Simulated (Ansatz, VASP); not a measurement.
## Two plane-wave programs on In2GaP3

```xyz
6
Lattice="4.1099 0.0000 0.0000 -2.0549 3.5592 0.0000 0.0000 0.0000 10.0869" Properties=species:S:1:pos:R:3 pbc="T T T"
In    0.0000    0.0000   -0.0677
In    2.0549    1.1864    3.4215
Ga    0.0000    2.3728    6.7171
P     0.0000    0.0000    7.4369
P     0.0000    2.3728    4.3345
P     2.0549    1.1864    0.8533
```

Alike in both runs: functional PBE; k mesh 6 × 6 × 2; occupations gaussian, width 0.1 eV; no spin polarisation.

Ansatz relaxed the structure, and its values are those at the end. VASP's run is a single point on that final structure, the one shown.

```csv
,VASP,Ansatz
version,VASP 6.6.1,Ansatz 0.2.0
potentials or method,"VASP PAW PBE potentials, release 64 (In_d, Ga_d, P), cutoff 520 eV","scalar-relativistic, plane waves, PAW"
valence electrons in the cell,54,54
```

Ansatz gave:

| Quantity | Value |
| --- | --- |
| gap on the k mesh at the Fermi level (eV) | 0.42 |
| least direct gap on the mesh (eV) | 0.42 |
| pressure (GPa) | 0.0 |
| rms of the force components (eV/Å) | 0.007 |

Q: Which values does VASP return?

A: gap on the k mesh at the Fermi level (eV): 0.42; least direct gap on the mesh (eV): 0.42; pressure (GPa): -0.1; rms of the force components (eV/Å): 0.008.
